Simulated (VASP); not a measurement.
# InAg (Pm-3m) in VASP: single point with LDA

Aim: the single point of InAg with LDA.

Program: VASP 6.6.1. These are calculated values, not measurements. Logs are shortened: lines on timing, memory, paths and dates and some standing lists are left out, and cuts for length are marked.

## 1. The cell of the first run

Symmetry: Pm-3m, No. 221, cubic system. The conventional cell has a = 3.465 Å, b = 3.465 Å, c = 3.465 Å, α = 90.00°, β = 90.00°, γ = 90.00°. In (site symmetry m-3m) has 8 Ag at 3.00 Å and 6 In at 3.46 Å within 4.0 Å. Ag (site symmetry m-3m) has 8 In at 3.00 Å and 6 Ag at 3.46 Å within 4.0 Å.

## 2. Single point, LDA

The input, INCAR:

```
PREC     = Accurate       # precision mode
ENCUT    = 500            # plane-wave cutoff, eV
EDIFF    = 1E-6           # SCF threshold, eV
ISMEAR   = 0              # smearing method
SIGMA    = 0.1            # smearing width, eV
LREAL    = False          # projectors in reciprocal space
LASPH    = True           # aspherical terms in the spheres
NELM     = 120            # most SCF steps
ALGO     = Normal         # electronic algorithm
ISIF     = 2              # what is computed and relaxed
LWAVE    = False          # write WAVECAR
LCHARG   = False          # write CHGCAR
GGA      = CA             # functional
NBANDS   = 19             # bands
GGA_COMPAT= False
```

The input, KPOINTS:

```
Automatic mesh
0
Gamma
  6 6 6
```

The input, POSCAR:

```
InAg
1.0
    3.4647886600      0.0000000000      0.0000000000
    0.0000000000      3.4647886600      0.0000000000
    0.0000000000      0.0000000000      3.4647886600
In Ag
1 1
Direct
    0.5000000000      0.5000000000      0.5000000000
    0.0000000000      0.0000000000      0.0000000000
```

Potentials or basis: VASP PAW LDA potentials, release 64 (In_d, Ag).

Command:

```
cat potpaw_LDA.64/In_d/POTCAR potpaw_LDA.64/Ag/POTCAR > POTCAR
mpirun -np 1 vasp_std > vasp.out
```

OUTCAR:

```text
PREC = Accurate
   ENCUT = 500
   EDIFF = 1E-6
   ISMEAR = 0
   LREAL = False
   LASPH = True
   NELM = 120
   ISIF = 2
   GGA = CA

 ion  position               nearest neighbor table
   1  0.500  0.500  0.500-   2 3.00   2 3.00   2 3.00   2 3.00   2 3.00   2 3.00   2 3.00   2 3.00

   2  0.000  0.000  0.000-   1 3.00   1 3.00   1 3.00   1 3.00   1 3.00   1 3.00   1 3.00   1 3.00

  LATTYP: Found a simple cubic cell.
 ALAT       =     3.4647886600

  Lattice vectors:

 A1 = (   3.4647886600,   0.0000000000,   0.0000000000)
 A2 = (   0.0000000000,   3.4647886600,   0.0000000000)
 A3 = (   0.0000000000,   0.0000000000,   3.4647886600)

Analysis of symmetry for initial positions (statically):
=====================================================================
 Subroutine PRICEL returns:
 Original cell was already a primitive cell.

 Routine SETGRP: Setting up the symmetry group for a
 simple cubic supercell.

 Subroutine GETGRP returns: Found 48 space group operations
 (whereof 48 operations were pure point group operations)
 out of a pool of 48 trial point group operations.

The static configuration has the point symmetry O_h .

Analysis of symmetry for dynamics (positions and initial velocities):
=====================================================================
 Subroutine PRICEL returns:
 Original cell was already a primitive cell.

 Routine SETGRP: Setting up the symmetry group for a
 simple cubic supercell.

 Subroutine GETGRP returns: Found 48 space group operations
 (whereof 48 operations were pure point group operations)
 out of a pool of 48 trial point group operations.

The dynamic configuration has the point symmetry O_h .

 Subroutine INISYM returns: Found 48 space group operations
 (whereof 48 operations are pure point group operations),
 and found     1 'primitive' translations

----------------------------------------------------------------------------------------

                                     Primitive cell

  volume of cell :      41.5940

  direct lattice vectors                    reciprocal lattice vectors
     3.464788660  0.000000000  0.000000000     0.288617892  0.000000000  0.000000000
     0.000000000  3.464788660  0.000000000     0.000000000  0.288617892  0.000000000
     0.000000000  0.000000000  3.464788660     0.000000000  0.000000000  0.288617892

  length of vectors
     3.464788660  3.464788660  3.464788660     0.288617892  0.288617892  0.288617892

  position of ions in fractional coordinates (direct lattice)
     0.500000000  0.500000000  0.500000000
     0.000000000  0.000000000  0.000000000

  ion indices of the primitive-cell ions
   primitive index   ion index
                 1           1
                 2           2

----------------------------------------------------------------------------------------

 KPOINTS: Automatic mesh

Automatic generation of k-mesh.
 Grid dimensions read from file:
 generate k-points for:    6    6    6

 Generating k-lattice:

  Cartesian coordinates                     Fractional coordinates (reciprocal lattice)
     0.048102982  0.000000000  0.000000000     0.166666667  0.000000000  0.000000000
     0.000000000  0.048102982  0.000000000     0.000000000  0.166666667  0.000000000
     0.000000000  0.000000000  0.048102982     0.000000000  0.000000000  0.166666667

  Length of vectors
     0.048102982  0.048102982  0.048102982

  Shift w.r.t. Gamma in fractional coordinates (k-lattice)
     0.000000000  0.000000000  0.000000000

 Subroutine IBZKPT returns following result:
 ===========================================

 Found     20 irreducible k-points:

 Following reciprocal coordinates:
            Coordinates               Weight
  0.000000  0.000000  0.000000      1.000000
  0.166667  0.000000  0.000000      6.000000
  0.333333  0.000000  0.000000      6.000000
  0.500000  0.000000  0.000000      3.000000
  0.166667  0.166667  0.000000     12.000000
  0.333333  0.166667  0.000000     24.000000
[... 12 lines left out ...]
  0.500000  0.500000  0.333333      6.000000
  0.500000  0.500000  0.500000      1.000000
   k-points           NKPTS =     20   k-points in BZ     NKDIM =     20   number of bands    NBANDS=     19
   number of dos      NEDOS =    301   number of ions     NIONS =      2
   total plane-waves  NPLWV =  21952
   dimension x,y,z NGX =    28 NGY =   28 NGZ =   28
   dimension x,y,z NGXF=    56 NGYF=   56 NGZF=   56
   ions per type =               1   1
   NGX,Y,Z   is equivalent  to a cutoff of  13.43, 13.43, 13.43 a.u.
   NGXF,Y,Z  is equivalent  to a cutoff of  26.87, 26.87, 26.87 a.u.
 SYSTEM =  unknown system
   PREC   = accura    normal or accurate (medium, high low for compatibility)
   ISTART =      0    job   : 0-new  1-cont  2-samecut
   ICHARG =      2    charge: 1-file 2-atom 10-const
   ISPIN  =      1    spin polarized calculation?
   LNONCOLLINEAR =      F non collinear calculations
   LSORBIT =      F    spin-orbit coupling
   LASPH  =      T    aspherical Exc in radial PAW
   ENCUT  =  500.0 eV  36.75 Ry    6.06 a.u.   6.32  6.32  6.32*2*pi/ulx,y,z
   NELM   =    120;   NELMIN=  2; NELMDL= -5     # of ELM steps
   EDIFF  = 0.1E-05   stopping-criterion for ELM
   LREAL  =      F    real-space projection
   EDIFFG = 0.1E-04   stopping-criterion for IOM
   NSW    =      0    number of steps for IOM
   IBRION =     -1    ionic relax: 0-MD 1-quasi-New 2-CG
   NFREE  =      0    steps in history (QN), initial steepest desc. (CG)
   ISIF   =      2    stress and relaxation
   ISYM   =      2    0-nonsym 1-usesym 2-fastsym
   POTIM  = 0.5000    time-step for ionic-motion
   TEBEG  =    0.0;   TEEND  =   0.0 temperature during run
   PSTRESS=    0.0 pullay stress
   NELECT =      24.0000    total number of electrons
   NUPDOWN=      -1.0000    fix difference up-down
   EMIN   =  10.00;   EMAX   =-10.00  energy-range for DOS
   EFERMI =   0.00;   METHOD = LEGACY
   ISMEAR =     0;   SIGMA  =   0.10  broadening in eV -4-tet -1-fermi 0-gaus
   EFERMI_NEDOS =   21; number of points for ismear=-14 and -15
   IALGO  =     38    algorithm
   IMIX   =      4    mixing-type and parameters
     AMIX     =   0.40;   BMIX     =  1.00
     AMIX_MAG =   1.60;   BMIX_MAG =  1.00
  volume/ion in A,a.u.               =      20.80       140.34
  Fermi-wavevector in a.u.,A,eV,Ry     =   1.362914  2.575534 25.273297  1.857535
  Thomas-Fermi vector in A             =   2.489362
   LORBIT       =      0    0 simple, 1 ext, 2 COOP (PROOUT), +10 PAW based schemes
   GGA     = CA    functional components
   LHFCALC =     F    Hartree Fock is set to
   AEXX    =    0.0000 exact exchange contribution
   IVDW    =     0    specifies the selected vdW correction
   LEPSILON=     F    determine dielectric tensor
   LRPA    =     F    only Hartree local field effects (RPA)
 non-spin polarized calculation
 Gauss-broadening in eV      SIGMA  =   0.10
  energy-cutoff  :      500.00
  volume of cell :       41.59
 maximum number of plane-waves:      1068
 NGX is ok and might be reduce to    28
   NGX = 13   NGY = 13   NGZ = 13

 number of electron      24.0000007 magnetization

 Free energy of the ion-electron system (eV)
  ---------------------------------------------------
  ext. energy  EPLUGINS =         0.00000000
  ---------------------------------------------------
  free energy    TOTEN  =        -6.89907698 eV

  energy without entropy =       -6.89568781  energy(sigma->0) =       -6.89738240

 E-fermi :   8.2331     XC(G=0): -11.5780

 val. band max:        8.1523682273   @ k =   0.3333   0.3333   0.1667
 cond. band min:       8.4200116338   @ k =   0.5000   0.5000   0.3333
 fundamental gap:      0.2676434065
 Fermi energy:         8.2331313086

 k-point     1 :       0.0000    0.0000    0.0000
  band No.  band energies     occupation
      1      -6.4637      2.00000
      2      -6.4637      2.00000
      3      -6.2130      2.00000
      4      -6.2130      2.00000
      5      -6.2130      2.00000
      6      -1.2228      2.00000
[... 11 lines left out ...]
     18      23.3089      0.00000
     19      23.3089      0.00000

 k-point     2 :       0.1667    0.0000    0.0000
  band No.  band energies     occupation
      1      -6.4558      2.00000
      2      -6.4068      2.00000
      3      -6.2310      2.00000
      4      -6.2310      2.00000
      5      -6.2082      2.00000
      6      -0.8429      2.00000
[... 11 lines left out ...]
     18      21.9805      0.00000
     19      22.1941      0.00000

 k-point     3 :       0.3333    0.0000    0.0000
  band No.  band energies     occupation
      1      -6.4399      2.00000
      2      -6.2933      2.00000
      3      -6.2667      2.00000
      4      -6.2667      2.00000
      5      -6.1985      2.00000
      6       0.2683      2.00000
[... 11 lines left out ...]
     18      19.1541      0.00000
     19      19.3654      0.00000

 k-point     4 :       0.5000    0.0000    0.0000
  band No.  band energies     occupation
      1      -6.4319      2.00000
      2      -6.2844      2.00000
      3      -6.2844      2.00000
      4      -6.2369      2.00000
      5      -6.1936      2.00000
      6       1.7317      2.00000
[... 11 lines left out ...]
     18      17.1995      0.00000
     19      17.4208      0.00000

 k-point     5 :       0.1667    0.1667    0.0000
  band No.  band energies     occupation
      1      -6.4257      2.00000
      2      -6.3725      2.00000
      3      -6.2547      2.00000
      4      -6.2341      2.00000
      5      -6.2225      2.00000
      6      -0.4738      2.00000
[... 11 lines left out ...]
     18      19.3224      0.00000
     19      21.6783      0.00000

 k-point     6 :       0.3333    0.1667    0.0000
  band No.  band energies     occupation
      1      -6.4044      2.00000
      2      -6.3012      2.00000
      3      -6.2689      2.00000
      4      -6.2654      2.00000
      5      -6.2222      2.00000
      6       0.5741      2.00000
[... 11 lines left out ...]
     18      19.4790      0.00000
     19      20.1012      0.00000

 k-point     7 :       0.5000    0.1667    0.0000
  band No.  band energies     occupation
      1      -6.3966      2.00000
      2      -6.3242      2.00000
      3      -6.2880      2.00000
      4      -6.2202      2.00000
      5      -6.2090      2.00000
      6       1.6764      2.00000
[... 11 lines left out ...]
     18      18.4993      0.00000
     19      20.5674      0.00000

 k-point     8 :       0.3333    0.3333    0.0000
  band No.  band energies     occupation
      1      -6.3703      2.00000
      2      -6.3614      2.00000
      3      -6.2768      2.00000
      4      -6.2655      2.00000
      5      -6.1792      2.00000
      6       1.2697      2.00000
[... 168 lines left out ...]
 k-point    16 :       0.5000    0.5000    0.1667
  band No.  band energies     occupation
      1      -6.4262      2.00000
      2      -6.3219      2.00000
      3      -6.3219      2.00000
      4      -6.2730      2.00000
      5      -6.0754      2.00000
      6       1.7827      2.00000
[... 11 lines left out ...]
     18      16.9745      0.00000
     19      24.2637      0.00000

 k-point    17 :       0.3333    0.3333    0.3333
  band No.  band energies     occupation
      1      -6.3630      2.00000
      2      -6.3440      2.00000
      3      -6.3440      2.00000
      4      -6.1726      2.00000
      5      -6.1726      2.00000
      6       1.8494      2.00000
[... 11 lines left out ...]
     18      18.0114      0.00000
     19      25.2280      0.00000

 k-point    18 :       0.5000    0.3333    0.3333
  band No.  band energies     occupation
      1      -6.3862      2.00000
      2      -6.3660      2.00000
      3      -6.3445      2.00000
      4      -6.1704      2.00000
      5      -6.1087      2.00000
      6       2.0822      2.00000
[... 11 lines left out ...]
     18      16.1365      0.00000
     19      26.1898      0.00000

 k-point    19 :       0.5000    0.5000    0.3333
  band No.  band energies     occupation
      1      -6.4026      2.00000
      2      -6.3681      2.00000
      3      -6.3681      2.00000
      4      -6.1391      2.00000
      5      -6.0728      2.00000
      6       2.1925      2.00000
[... 11 lines left out ...]
     18      13.7186      0.00000
     19      28.1769      0.00000

 k-point    20 :       0.5000    0.5000    0.5000
  band No.  band energies     occupation
      1      -6.3909      2.00000
      2      -6.3909      2.00000
      3      -6.3909      2.00000
      4      -6.0715      2.00000
      5      -6.0715      2.00000
      6       2.4451      2.00000
[... 11 lines left out ...]
     18      11.3378      0.00000
     19      31.2594      0.00000

------------------------ aborting loop because EDIFF is reached ----------------------------------------

  FORCE on cell =-STRESS in cart. coord.  units (eV):
  Direction    XX          YY          ZZ          XY          YZ          ZX
  --------------------------------------------------------------------------------------
  -------------------------------------------------------------------------------------
  Total       -1.2694262     -1.2694262     -1.2694262      0.0000000     -0.0000000     -0.0000000
  in kB      -48.8976285    -48.8976285    -48.8976285      0.0000000     -0.0000000     -0.0000000
  external PRESSURE =     -48.8976285 kB  Pullay stress =       0.0000000 kB

 VOLUME and BASIS-vectors are now :
 -----------------------------------------------------------------------------
  energy-cutoff  :      500.00
  volume of cell :       41.59
      direct lattice vectors                 reciprocal lattice vectors
     3.464788660  0.000000000  0.000000000     0.288617892  0.000000000  0.000000000
     0.000000000  3.464788660  0.000000000     0.000000000  0.288617892  0.000000000
     0.000000000  0.000000000  3.464788660     0.000000000  0.000000000  0.288617892

 POSITION                                       TOTAL-FORCE (eV/Angst)
 -----------------------------------------------------------------------------------
      1.73239      1.73239      1.73239         0.000000      0.000000      0.000000
      0.00000      0.00000      0.00000         0.000000      0.000000      0.000000
 -----------------------------------------------------------------------------------
    total drift:                                0.000000      0.000000      0.000000

  FREE ENERGIE OF THE ION-ELECTRON SYSTEM (eV)
  ---------------------------------------------------
  free  energy   TOTEN  =        -6.8990769847 eV

  energy  without entropy=       -6.8956878113  energy(sigma->0) =       -6.89738240
```

It took 21 s on 1 thread of Intel Xeon 8259CL, shared host; peak memory 0.15 GiB.

What came out:

```yaml
Free_energy: -6.8991 eV
Pressure: -4.9 GPa
Band_gap_on_the_k_mesh: zero (band 12 reaches 11.40 eV, above the bottom of band 13 at 7.04 eV)
```

Caveat: spin-orbit coupling is left out, which moves the levels of the heavy elements.
